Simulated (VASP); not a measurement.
Write the native input for VASP 6.6.1 that does the following.

| Item | Value |
| --- | --- |
| Task | single point |
| Functional | r2SCAN |
| Potentials or basis | VASP PAW PBE potentials, release 64 (Cd, Se) |
| Cutoff | 520 eV |
| k mesh | 8 × 8 × 8 |
| Occupations | gaussian, width 0.02 eV |
| Spin | no spin polarisation |
| Dipole correction | no |
| Further INCAR settings | ALGO = Normal; EDIFF = 1e-06; NBANDS = 16 |

Crystal: CdSe.

```
Cd Se
1.0
     0.00000    3.07027    3.07027
     3.07027    0.00000    3.07027
     3.07027    3.07027    0.00000
Cd Se
1 1
Direct
  0.00000 0.00000 0.00000
  0.75000 0.75000 0.75000
```

One way to write it, as run:

POSCAR

```
CdSe
1.0
    0.0000000000      3.0702711986      3.0702711986
    3.0702711986      0.0000000000      3.0702711986
    3.0702711986      3.0702711986      0.0000000000
Cd Se
1 1
Direct
    0.0000000000      0.0000000000      0.0000000000
    0.7500000000      0.7500000000      0.7500000000
```

INCAR.step1

```
ALGO = Normal ; EDIFF = 1E-4
ENCUT = 520 ; GGA = PE
ISMEAR = 0 ; LASPH = True
LCHARG = False ; LREAL = False
LWAVE = True ; NBANDS = 16
NELM = 100 ; PREC = Accurate
SIGMA = 0.02
```

INCAR.step2

```
ALGO = Normal ; EDIFF = 1E-6
ENCUT = 520 ; ISIF = 2
ISMEAR = 0 ; ISTART = 1
LASPH = True ; LCHARG = False
LMIXTAU = True ; LREAL = False
LWAVE = False ; METAGGA = R2SCAN
NBANDS = 16 ; NELM = 100
PREC = Accurate ; SIGMA = 0.02
```

KPOINTS

```
k-points
0
Gamma
  8 8 8
```

Potentials or basis: VASP PAW PBE potentials, release 64 (Cd, Se).

Launch:

```sh
$ cat potpaw_PBE.64/Cd/POTCAR potpaw_PBE.64/Se/POTCAR > POTCAR
$ cp INCAR.step1 INCAR
$ mpirun -np 1 vasp_std > vasp.out
$ cp INCAR.step2 INCAR
$ mpirun -np 1 vasp_std > vasp.out
```

Results of the run:

```
Pressure               : 0.1 GPa
Band gap on the k mesh : 1.02 eV, direct
```

Caveat: the PAW data sets were made with another functional, which shifts forces and pressure a little.

Wall time 51 s on 1 thread of AMD EPYC 9R45 96-Core Processor (Zen 5), on a shared host, peak memory 0.17 GiB.
